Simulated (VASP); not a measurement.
# TiC (I4/mmm) in VASP: notebook

TiC is run at these levels: r2SCAN; tasks: single point.

Everything below comes from runs of VASP 6.6.1. Logs are shortened: lines on timing, memory, paths and dates and some standing lists are left out, and cuts for length are marked.

## 1. The cell of the first run

Symmetry: I4/mmm, No. 139, tetragonal system. Conventional cell: a = 3.152 Å, b = 3.152 Å, c = 4.328 Å, α = 90.00°, β = 90.00°, γ = 90.00°. Within 2.9 Å of Ti (site symmetry 4/mmm) lie 6 C at 2.16 to 2.23 Å. Within 2.9 Å of C (site symmetry 4/mmm) lie 6 Ti at 2.16 to 2.23 Å.

## 2. Single point, r2SCAN (strain +0.030 along x and y, +0.000 along z)

The input, POSCAR:

```
TiC
1.0
    0.0000000000      2.2289200000      2.1640000000
    2.2289200000      0.0000000000      2.1640000000
    2.2289200000      2.2289200000      0.0000000000
Ti C
1 1
Direct
    0.0000000000      0.0000000000      0.0000000000
    0.5000000000      0.5000000000      0.5000000000
```

The input, INCAR.step1:

```
  ALGO = Normal
  EDIFF = 1E-4
  ENCUT = 520
  GGA = PE
  ISMEAR = 0
  LASPH = T
  LCHARG = F
  LREAL = F
  LWAVE = T
  NBANDS = 15
  NELM = 100
  PREC = Accurate
  SIGMA = 0.15
```

The input, INCAR.step2:

```
  ALGO = Normal
  EDIFF = 1E-6
  ENCUT = 520
  ISIF = 2
  ISMEAR = 0
  ISTART = 1
  LASPH = T
  LCHARG = T
  LELF = T
  LMIXTAU = T
  LREAL = F
  LVHAR = T
  LWAVE = F
  METAGGA = R2SCAN
  NBANDS = 15
  NELM = 100
  PREC = Accurate
  SIGMA = 0.15
```

The input, KPOINTS:

```
k-points
0
Gamma
  18 18 18
```

Potentials or basis: VASP PAW PBE potentials, release 64 (Ti_sv, C).

Started as:

```console
cat potpaw_PBE.64/Ti_sv/POTCAR potpaw_PBE.64/C/POTCAR > POTCAR
cp INCAR.step1 INCAR
mpirun -np 1 vasp_std > vasp.out
cp INCAR.step2 INCAR
mpirun -np 1 vasp_std > vasp.out
```

OUTCAR:

```text
EDIFF = 1E-6
   ENCUT = 520
   ISIF = 2
   ISMEAR = 0
   ISTART = 1
   LASPH = T
   LREAL = F
   METAGGA = R2SCAN
   NELM = 100
   PREC = Accurate

 ion  position               nearest neighbor table
   1  0.000  0.000  0.000-   2 2.16   2 2.16   2 2.23   2 2.23   2 2.23   2 2.23
   2  0.500  0.500  0.500-   1 2.16   1 2.16   1 2.23   1 2.23   1 2.23   1 2.23

  LATTYP: Found a body centered tetragonal cell.
 ALAT       =     3.1521688934
 C/A-ratio  =     1.3730228761

  Lattice vectors:

 A1 = (   0.0000000000,  -2.2289200000,  -2.1640000000)
 A2 = (   0.0000000000,   2.2289200000,  -2.1640000000)
 A3 = (   2.2289200000,   0.0000000000,   2.1640000000)

Analysis of symmetry for initial positions (statically):
=====================================================================
 Subroutine PRICEL returns:
 Original cell was already a primitive cell.

 Routine SETGRP: Setting up the symmetry group for a
 body centered tetragonal supercell.

 Subroutine GETGRP returns: Found 16 space group operations
 (whereof 16 operations were pure point group operations)
 out of a pool of 16 trial point group operations.

The static configuration has the point symmetry D_4h.

Analysis of symmetry for dynamics (positions and initial velocities):
=====================================================================
 Subroutine PRICEL returns:
 Original cell was already a primitive cell.

 Routine SETGRP: Setting up the symmetry group for a
 body centered tetragonal supercell.

 Subroutine GETGRP returns: Found 16 space group operations
 (whereof 16 operations were pure point group operations)
 out of a pool of 16 trial point group operations.

The dynamic configuration has the point symmetry D_4h.

 Subroutine INISYM returns: Found 16 space group operations
 (whereof 16 operations are pure point group operations),
 and found     1 'primitive' translations

----------------------------------------------------------------------------------------

                                     Primitive cell

  volume of cell :      21.5019

  direct lattice vectors                    reciprocal lattice vectors
     0.000000000  2.228920000  2.164000000    -0.224323888  0.224323888  0.231053604
     2.228920000  0.000000000  2.164000000     0.224323888 -0.224323888  0.231053604
     2.228920000  2.228920000  0.000000000     0.224323888  0.224323888 -0.231053604

  length of vectors
     3.106602705  3.106602705  3.152168893     0.392464242  0.392464242  0.392464242

  position of ions in fractional coordinates (direct lattice)
     0.000000000  0.000000000  0.000000000
     0.500000000  0.500000000  0.500000000

  ion indices of the primitive-cell ions
   primitive index   ion index
                 1           1
                 2           2

----------------------------------------------------------------------------------------

 KPOINTS: k-points

Automatic generation of k-mesh.
 Grid dimensions read from file:
 generate k-points for:   18   18   18

 Generating k-lattice:

  Cartesian coordinates                     Fractional coordinates (reciprocal lattice)
    -0.012462438  0.012462438  0.012836311     0.055555556  0.000000000  0.000000000
     0.012462438 -0.012462438  0.012836311     0.000000000  0.055555556  0.000000000
     0.012462438  0.012462438 -0.012836311     0.000000000  0.000000000  0.055555556

  Length of vectors
     0.021803569  0.021803569  0.021803569

  Shift w.r.t. Gamma in fractional coordinates (k-lattice)
     0.000000000  0.000000000  0.000000000

 Subroutine IBZKPT returns following result:
 ===========================================

 Found    480 irreducible k-points:

 Following reciprocal coordinates:
            Coordinates               Weight
  0.000000  0.000000  0.000000      1.000000
  0.055556  0.000000  0.000000      8.000000
  0.111111  0.000000  0.000000      8.000000
  0.166667  0.000000  0.000000      8.000000
  0.222222  0.000000  0.000000      8.000000
  0.277778  0.000000  0.000000      8.000000
[... 16 lines left out ...]
 -0.277778  0.055556  0.000000      8.000000
 -0.222222  0.055556  0.000000      8.000000
 [... further k-points ...]
   k-points           NKPTS =    480   k-points in BZ     NKDIM =    480   number of bands    NBANDS=     15
   number of dos      NEDOS =    301   number of ions     NIONS =      2
   total plane-waves  NPLWV =  13824
   dimension x,y,z NGX =    24 NGY =   24 NGZ =   24
   dimension x,y,z NGXF=    48 NGYF=   48 NGZF=   48
   ions per type =               1   1
   NGX,Y,Z   is equivalent  to a cutoff of  12.84, 12.84, 12.66 a.u.
   NGXF,Y,Z  is equivalent  to a cutoff of  25.69, 25.69, 25.32 a.u.
 SYSTEM =  unknown system
   PREC   = accura    normal or accurate (medium, high low for compatibility)
   ISTART =      1    job   : 0-new  1-cont  2-samecut
   ICHARG =      0    charge: 1-file 2-atom 10-const
   ISPIN  =      1    spin polarized calculation?
   LNONCOLLINEAR =      F non collinear calculations
   LSORBIT =      F    spin-orbit coupling
   LASPH  =      T    aspherical Exc in radial PAW
   ENCUT  =  520.0 eV  38.22 Ry    6.18 a.u.   5.78  5.78  5.86*2*pi/ulx,y,z
   NELM   =    100;   NELMIN=  2; NELMDL=  0     # of ELM steps
   EDIFF  = 0.1E-05   stopping-criterion for ELM
   LREAL  =      F    real-space projection
   EDIFFG = 0.1E-04   stopping-criterion for IOM
   NSW    =      0    number of steps for IOM
   IBRION =     -1    ionic relax: 0-MD 1-quasi-New 2-CG
   NFREE  =      0    steps in history (QN), initial steepest desc. (CG)
   ISIF   =      2    stress and relaxation
   ISYM   =      2    0-nonsym 1-usesym 2-fastsym
   POTIM  = 0.5000    time-step for ionic-motion
   TEBEG  =    0.0;   TEEND  =   0.0 temperature during run
   PSTRESS=    0.0 pullay stress
   NELECT =      16.0000    total number of electrons
   NUPDOWN=      -1.0000    fix difference up-down
   EMIN   =  10.00;   EMAX   =-10.00  energy-range for DOS
   EFERMI =   0.00;   METHOD = LEGACY
   ISMEAR =     0;   SIGMA  =   0.15  broadening in eV -4-tet -1-fermi 0-gaus
   EFERMI_NEDOS =   21; number of points for ismear=-14 and -15
   IALGO  =     38    algorithm
   IMIX   =      4    mixing-type and parameters
     AMIX     =   0.40;   BMIX     =  1.00
     AMIX_MAG =   1.60;   BMIX_MAG =  1.00
  volume/ion in A,a.u.               =      10.75        72.55
  Fermi-wavevector in a.u.,A,eV,Ry     =   1.483506  2.803421 29.943582  2.200791
  Thomas-Fermi vector in A             =   2.597159
   LORBIT       =      0    0 simple, 1 ext, 2 COOP (PROOUT), +10 PAW based schemes
   METAGGA = R2SCAN    functional components
   LHFCALC =     F    Hartree Fock is set to
   AEXX    =    0.0000 exact exchange contribution
   IVDW    =     0    specifies the selected vdW correction
   LEPSILON=     F    determine dielectric tensor
   LRPA    =     F    only Hartree local field effects (RPA)
 non-spin polarized calculation
 Gauss-broadening in eV      SIGMA  =   0.15
  energy-cutoff  :      520.00
  volume of cell :       21.50
 maximum number of plane-waves:       592
   NGX = 11   NGY = 11   NGZ = 11

 number of electron      16.0000001 magnetization

 Free energy of the ion-electron system (eV)
  ---------------------------------------------------
  ext. energy  EPLUGINS =         0.00000000
  ---------------------------------------------------
  free energy    TOTEN  =       -24.80977963 eV

  energy without entropy =      -24.80675118  energy(sigma->0) =      -24.80826540

 E-fermi :   8.8452     XC(G=0): -13.2611

 val. band max:        8.8413812604   @ k =   0.4444   0.0000   0.3889
 cond. band min:       8.8622788867   @ k =   0.1111   0.0556   0.0000
 fundamental gap:      0.0208976263
 Fermi energy:         8.8452175530

 k-point     1 :       0.0000    0.0000    0.0000
  band No.  band energies     occupation
      1     -50.3191      2.00000
      2     -25.3352      2.00000
      3     -25.3351      2.00000
      4     -25.2959      2.00000
      5      -4.1001      2.00000
      6       9.6004      0.00000
      7       9.6004      0.00000
      8       9.8128      0.00000
      9      10.3243      0.00000
     10      10.3999      0.00000
     11      10.3999      0.00000
     12      10.4891      0.00000
     13      10.5059      0.00000
     14      19.2085      0.00000
     15      23.4489      0.00000

 k-point     2 :       0.0556    0.0000    0.0000
  band No.  band energies     occupation
      1     -50.3173      2.00000
      2     -25.3444      2.00000
      3     -25.3367      2.00000
      4     -25.3004      2.00000
      5      -4.0332      2.00000
      6       9.2372      0.00022
      7       9.3467      0.00000
      8       9.4887      0.00000
      9       9.8438      0.00000
     10       9.9438      0.00000
     11      10.6794      0.00000
     12      11.2331      0.00000
     13      11.3856      0.00000
     14      19.3495      0.00000
     15      23.4368      0.00000

 k-point     3 :       0.1111    0.0000    0.0000
  band No.  band energies     occupation
      1     -50.3123      2.00000
      2     -25.3764      2.00000
      3     -25.3409      2.00000
      4     -25.3081      2.00000
      5      -3.8358      2.00000
      6       8.4555      1.99976
      7       8.6278      1.95963
      8       8.7359      1.69735
      9       9.9343      0.00000
     10      10.0267      0.00000
     11      11.0014      0.00000
     12      12.1514      0.00000
     13      12.3339      0.00000
     14      19.7106      0.00000
     15      23.3514      0.00000
[... 343 lines left out ...]
 k-point    23 :      -0.2778    0.0556    0.0000
  band No.  band energies     occupation
      1     -50.2811      2.00000
      2     -25.5901      2.00000
      3     -25.3620      2.00000
      4     -25.3412      2.00000
      5      -2.4006      2.00000
      6       5.2523      2.00000
      7       6.5658      2.00000
      8       6.8579      2.00000
      9      10.7749      0.00000
     10      11.0874      0.00000
     11      11.9741      0.00000
     12      14.8158      0.00000
     13      15.4443      0.00000
     14      19.5198      0.00000
     15      23.8434      0.00000

 k-point    24 :      -0.2222    0.0556    0.0000
  band No.  band energies     occupation
      1     -50.2910      2.00000
      2     -25.5220      2.00000
      3     -25.3532      2.00000
      4     -25.3344      2.00000
      5      -2.9141      2.00000
      6       6.1660      2.00000
      7       7.0077      2.00000
      8       7.3680      2.00000
      9      10.4114      0.00000
     10      10.8055      0.00000
     11      11.7063      0.00000
     12      13.9852      0.00000
     13      14.6979      0.00000
     14      20.1277      0.00000
     15      23.3110      0.00000

 [... further k-points ...]

------------------------ aborting loop because EDIFF is reached ----------------------------------------

  FORCE on cell =-STRESS in cart. coord.  units (eV):
  Direction    XX          YY          ZZ          XY          YZ          ZX
  --------------------------------------------------------------------------------------
  -------------------------------------------------------------------------------------
  Total       -2.1190264     -2.1190264     -0.8381585      0.0000000      0.0000000     -0.0000000
  in kB     -157.8958573   -157.8958573    -62.4540382      0.0000000      0.0000000     -0.0000000
  external PRESSURE =    -126.0819176 kB  Pullay stress =       0.0000000 kB

 VOLUME and BASIS-vectors are now :
 -----------------------------------------------------------------------------
  energy-cutoff  :      520.00
  volume of cell :       21.50
      direct lattice vectors                 reciprocal lattice vectors
     0.000000000  2.228920000  2.164000000    -0.224323888  0.224323888  0.231053604
     2.228920000  0.000000000  2.164000000     0.224323888 -0.224323888  0.231053604
     2.228920000  2.228920000  0.000000000     0.224323888  0.224323888 -0.231053604

 POSITION                                       TOTAL-FORCE (eV/Angst)
 -----------------------------------------------------------------------------------
      0.00000      0.00000      0.00000         0.000000      0.000000      0.000000
      2.22892      2.22892      2.16400        -0.000000     -0.000000     -0.000000
 -----------------------------------------------------------------------------------
    total drift:                                0.000000     -0.000000     -0.000000

  FREE ENERGIE OF THE ION-ELECTRON SYSTEM (eV)
  ---------------------------------------------------
  free  energy   TOTEN  =       -24.8097796277 eV

  energy  without entropy=      -24.8067511776  energy(sigma->0) =      -24.80826540
```

Wall time 4.7 min (1 thread of AMD EPYC 9R45 (Zen 5), shared host); peak memory 0.24 GiB.

Results:

```
Free energy            : -24.8098 eV
Pressure               : -12.6 GPa
Band gap on the k mesh : zero (bands 8 and 9 overlap by 1.59 eV)
```

Stress tensor (GPa, compression positive):
```
-15.79   0.00   0.00
  0.00 -15.79   0.00
  0.00   0.00  -6.25
```

Levels at points of the mesh, in eV from the Fermi level:
| k point | band 5 | band 6 | band 7 | band 8 | band 9 | band 10 | band 11 | band 12 |
| --- | --- | --- | --- | --- | --- | --- | --- | --- |
| (0.00, 0.00, 0.00) | -12.95 | 0.76 | 0.76 | 0.97 | 1.48 | 1.55 | 1.55 | 1.64 |
| (0.50, 0.00, 0.00) | -9.70 | -5.84 | -2.98 | -2.95 | 2.84 | 2.96 | 4.05 | 7.74 |
| (0.50, 0.50, 0.00) | -10.68 | -3.43 | -1.39 | -0.35 | -0.35 | 2.52 | 3.49 | 3.49 |
| (0.50, 0.00, 0.50) | -10.74 | -3.74 | -1.35 | -0.13 | -0.11 | 2.49 | 3.38 | 3.55 |

Caveat: the cell differs from its parent crystal (strain +0.030 along x and y, +0.000 along z); the cell stands under tension; the PAW data sets were made with another functional, which shifts forces and pressure a little.

## 3. Single point, r2SCAN (strain +0.030 along x and y, +0.015 along z)

The input, POSCAR:

```
TiC
1.0
    0.0000000000      2.2289200000      2.1964600000
    2.2289200000      0.0000000000      2.1964600000
    2.2289200000      2.2289200000      0.0000000000
Ti C
1 1
Direct
    0.0000000000      0.0000000000      0.0000000000
    0.5000000000      0.5000000000      0.5000000000
```

The input, INCAR.step1:

```
  PREC = Accurate
  ENCUT = 520
  ISMEAR = 0
  SIGMA = 0.15
  LREAL = F
  LASPH = T
  NELM = 60
  NBANDS = 15
  GGA = PE
  ALGO = Normal
  EDIFF = 1E-4
  LWAVE = T
  LCHARG = F
```

The input, INCAR.step2:

```
  PREC = Accurate
  ENCUT = 520
  EDIFF = 1E-7
  ISMEAR = 0
  SIGMA = 0.15
  LREAL = F
  LASPH = T
  NELM = 60
  ALGO = Normal
  ISIF = 2
  LWAVE = F
  LCHARG = F
  METAGGA = R2SCAN
  LMIXTAU = T
  NBANDS = 15
  ISTART = 1
```

The input, KPOINTS:

```
regular mesh
0
Gamma
  18 18 18
```

Potentials or basis: VASP PAW PBE potentials, release 64 (Ti_sv, C).

Started as:

```console
cat potpaw_PBE.64/Ti_sv/POTCAR potpaw_PBE.64/C/POTCAR > POTCAR
cp INCAR.step1 INCAR
mpirun -np 1 vasp_std > vasp.out
cp INCAR.step2 INCAR
mpirun -np 1 vasp_std > vasp.out
```

Run time: 6.2 min. Hardware: 1 thread of AMD EPYC 9R45 (Zen 5), shared host; peak memory 0.25 GiB.

Results (log left out):

| Item | Value |
| --- | --- |
| Free energy | -24.7904 eV |
| Pressure | -15.9 GPa |
| Band gap on the k mesh | zero (bands 8 and 9 overlap by 1.41 eV) |

Stress tensor (GPa, compression positive):
```
-17.32   0.00   0.00
  0.00 -17.32   0.00
  0.00   0.00 -13.06
```

Levels at points of the mesh, in eV from the Fermi level:
| k point | band 5 | band 6 | band 7 | band 8 | band 9 | band 10 | band 11 | band 12 |
| --- | --- | --- | --- | --- | --- | --- | --- | --- |
| (0.00, 0.00, 0.00) | -12.87 | 0.78 | 0.78 | 0.88 | 1.50 | 1.55 | 1.55 | 1.59 |
| (0.50, 0.00, 0.00) | -9.69 | -5.77 | -2.92 | -2.91 | 2.81 | 2.87 | 3.95 | 7.70 |
| (0.50, 0.50, 0.00) | -10.64 | -3.52 | -1.33 | -0.28 | -0.28 | 2.46 | 3.41 | 3.41 |
| (0.50, 0.00, 0.50) | -10.67 | -3.67 | -1.31 | -0.17 | -0.16 | 2.45 | 3.36 | 3.44 |

Caveat: the cell differs from its parent crystal (strain +0.030 along x and y, +0.015 along z); the cell stands under tension; the PAW data sets were made with another functional, which shifts forces and pressure a little.
